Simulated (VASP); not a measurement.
Here is a VASP 6.6.1 calculation.

The input INCAR:

```
SYSTEM = Sc3Te
PREC     = Accurate       ! precision mode
ENCUT    = 500            ! plane-wave cutoff, eV
EDIFF    = 1E-6           ! SCF threshold, eV
ISMEAR   = -1             ! smearing method
SIGMA    = 0.05           ! smearing width, eV
LREAL    = .FALSE.        ! projectors in reciprocal space
LASPH    = .TRUE.         ! aspherical terms in the spheres
NELM     = 120            ! most SCF steps
ALGO     = Normal         ! electronic algorithm
ISIF     = 2              ! what is computed and relaxed
LWAVE    = .FALSE.        ! write WAVECAR
LCHARG   = .TRUE.         ! write CHGCAR
GGA      = PE             ! functional
LELF     = .TRUE.         ! ELF
LVHAR    = .TRUE.       
NBANDS   = 28             ! bands
GGA_COMPAT= .FALSE.
```

KPOINTS

```
regular mesh
0
G
  7 7 7
  0 0 0
```

File POSCAR:

```
Sc3Te
1.0
    0.0000000000      3.5455429023      3.5455429023
    3.5455429023      0.0000000000      3.5455429023
    3.5455429023      3.5455429023      0.0000000000
Sc Te
3 1
Direct
    0.2500000000      0.2500000000      0.2500000000
    0.7500000000      0.7500000000      0.7500000000
    0.5000000000      0.5000000000      0.5000000000
    0.0000000000      0.0000000000      0.0000000000
```

Potentials or basis: VASP PAW PBE potentials, release 64 (Sc_sv, Te).

Launch:

```sh
$ cat potpaw_PBE.64/Sc_sv/POTCAR potpaw_PBE.64/Te/POTCAR > POTCAR
$ mpirun -np 1 vasp_std > vasp.out
```

Q: Estimate the band gap on the k mesh.

A: Zero (an odd number of electrons rules out a gap without spin polarisation).

Q: What does it give for the pressure?

A: 1.2 GPa.

Caveat: spin-orbit coupling is left out, which moves the levels of the heavy elements.
